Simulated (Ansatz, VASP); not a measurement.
**WSe2: VASP beside Ansatz**

```
W Se
1.0
     3.27919    0.00000    0.00000
    -1.63959    2.83986    0.00000
     0.00000    0.00000   12.78813
W Se
2 4
Direct
  0.66298 0.32706 0.25008
  0.32683 0.66206 0.75192
  0.32713 0.66984 0.38104
  0.66939 0.33287 0.88044
  0.34142 0.67272 0.11748
  0.67225 0.33544 0.61904
```

Change from the starting cell: all atoms moved at random, sigma 0.02 Å a component.

Alike in both runs: task single point; functional PBE; dispersion D3(BJ); k mesh 12 × 12 × 2; occupations gaussian, width 0.05 eV; no spin polarisation.

|  | VASP | Ansatz |
| --- | --- | --- |
| version | VASP 6.6.1 | Ansatz 0.2.0 |
| potentials or method | VASP PAW PBE potentials, release 64 (W_sv, Se), cutoff 520 eV | scalar-relativistic, plane waves, PAW |
| valence electrons in the cell | 52 | 92 |

VASP gave:

| Quantity | Value |
| --- | --- |
| gap on the k mesh at the Fermi level (eV) | 0.88 |
| least direct gap on the mesh (eV) | 1.52 |
| pressure (GPa) | 1.0 |
| traceless stress, the component that is largest in VASP (GPa) | 0.79 |
| rms of the force components (eV/Å) | 0.364 |

Task: What did Ansatz give for the same quantities?

Result: gap on the k mesh at the Fermi level (eV): 0.88; least direct gap on the mesh (eV): 1.52; pressure (GPa): 0.6; traceless stress, the component that is largest in VASP (GPa): 0.79; rms of the force components (eV/Å): 0.358.

Atom by atom the forces differ by 0.023 eV/Å (rms over components). VASP's potentials hold 52 valence electrons a cell and Ansatz's 92, so a difference there can come from the potentials and not from the codes.

Neither program's run includes spin-orbit coupling.
